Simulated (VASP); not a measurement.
Co: single point with PBE

Crystal: Co.

```
Co
1.0
     2.15395    0.00000    0.00000
    -1.07697    1.86537    0.00000
     0.00000    0.00000    2.03448
Co
1
Direct
  0.00000 0.00000 0.00000
```

This isn't the form of Co at room conditions, which is hcp.

- Program: VASP 6.6.1
- Task: single point
- Functional: PBE
- Potentials or basis: VASP PAW PBE potentials, release 64 (Co_sv)
- Cutoff: 690 eV
- k mesh: 18 × 18 × 17
- Occupations: fermi-dirac, width 0.1 eV
- Spin: collinear spin, ferromagnetic start
- Starting moments: [1.7] μB

```json
{
  "Pressure": "136.4 GPa",
  "Net moment": "0.00 μB per cell",
  "Valence electrons inside the program's atomic spheres": "Co 15.48"
}
```

Stress tensor (GPa, compression positive):
```
136.62   0.00   0.00
  0.00 136.62   0.00
  0.00   0.00 136.06
```

Levels at points of the mesh, in eV from the Fermi level:
Spin up:
```tsv
k point	band 5	band 6	band 7	band 8	band 9	band 10	band 11	band 12
(0.00, 0.00, 0.00)	-10.73	-5.68	-2.66	-2.66	0.90	0.90	24.60	25.23
(0.50, 0.00, 0.00)	-6.69	-4.55	-1.21	-0.64	0.48	1.14	9.24	21.01
```
Spin down:
```
           k point  band 6  band 7  band 8  band 9  band 10  band 11
(0.00, 0.00, 0.00)   -5.68   -2.66   -2.66    0.91     0.91    24.60
(0.50, 0.00, 0.00)   -4.55   -1.21   -0.64    0.48     1.14     9.24
```

Run time: 5.3 min on 1 thread of AMD EPYC 7R32 (Zen 2) (shared host), peak memory 0.18 GiB.

Caveat: the cell stands under pressure; the moments typed at the start vanished in this run.
